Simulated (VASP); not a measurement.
A run of VASP 6.6.1 is set up as follows.

Contents of INCAR:

```
SYSTEM = LiZn3F2
PREC = Accurate
ENCUT = 600
EDIFF = 1E-6
ISMEAR = 0
SIGMA = 0.1
LREAL = .FALSE.
LASPH = .TRUE.
NELM = 80
ALGO = Normal
ISIF = 3
LWAVE = .FALSE.
LCHARG = .FALSE.
GGA = PE
IBRION = 2
NSW = 90
EDIFFG = -0.04
```

Contents of KPOINTS:

```
Automatic mesh
0
G
  4 4 4
  0 0 0
```

POSCAR

```
LiZn3F2
1.0
    3.0492064800      1.7604601800      2.4896666700
   -3.0492064800      1.7604601800      2.4896666700
    0.0000000000     -3.5209203700      2.4896666700
Li Zn F
1 3 2
Direct
    0.0000000000      0.0000000000      0.0000000000
    0.5000000000      0.5000000000      0.0000000000
    0.5000000000      0.0000000000      0.5000000000
    0.0000000000      0.5000000000      0.5000000000
    0.7500000000      0.7500000000      0.7500000000
    0.2500000000      0.2500000000      0.2500000000
```

Potentials or basis: VASP PAW PBE potentials, release 64 (Li_sv, Zn, F).

The run is started by

```console
$ cat potpaw_PBE.64/Li_sv/POTCAR potpaw_PBE.64/Zn/POTCAR potpaw_PBE.64/F/POTCAR > POTCAR
$ mpirun -np 1 vasp_std > vasp.out
```

Question: What does it give for the band gap on the k mesh?

Answer: Zero (an odd number of electrons rules out a gap without spin polarisation).

Question: Predict the relaxed cell.

Answer: a = 4.853 Å, b = 4.853 Å, c = 4.853 Å, α = 98.99°, β = 98.99°, γ = 98.99°.

Question: What does it give for the relaxed volume?

Answer: 18.26 Å³/atom.

Question: Predict the space group after relaxing (to 0.1 Å).

Answer: R-3m (No. 166).

Step by step:
```
step  energy change (eV)  largest force (eV/Å)  pressure (GPa)  volume (Å³)
   1              0.0000                3.0213           25.89        80.19
   2             -2.7851                0.6670            1.45       107.59
   3             -2.8687                0.4363           -0.12       112.45
   4             -2.8375                0.0198           -2.60       122.53
   5             -2.8860                0.2739           -1.16       116.17
   6             -2.8854                0.3099           -0.85       115.37
   7             -2.9220                0.0329           -0.23       113.39
   8             -2.9252                0.1727            0.03       112.71
   9             -2.9252                0.1912            0.11       112.62
  10             -2.9303                0.1794            0.06       112.64
  11             -2.9433                0.1474           -0.11       112.66
  12             -2.9591                0.1028           -0.41       112.62
  13             -2.9564                0.0741           -1.32       112.16
  14             -2.9628                0.1226           -0.63       112.51
  15             -2.9697                0.0451           -0.37       111.05
  16             -2.9716                0.0448            0.12       109.25
  17             -2.9718                0.0281            0.07       109.57
```

Caveat: the k points lie up to 0.33 Å⁻¹ apart in the final cell, too coarse for converged energies and pressures of a metal; the cutoff is under 1.25 times the usual one of these potentials, so pressure, stress and relaxed cells hold a basis-set (Pulay) error; the volume moved by over 15 % at a fixed basis, so the end points are rough; an odd number of electrons without spin polarisation forces a metal; a magnetic or distorted state may lie lower.
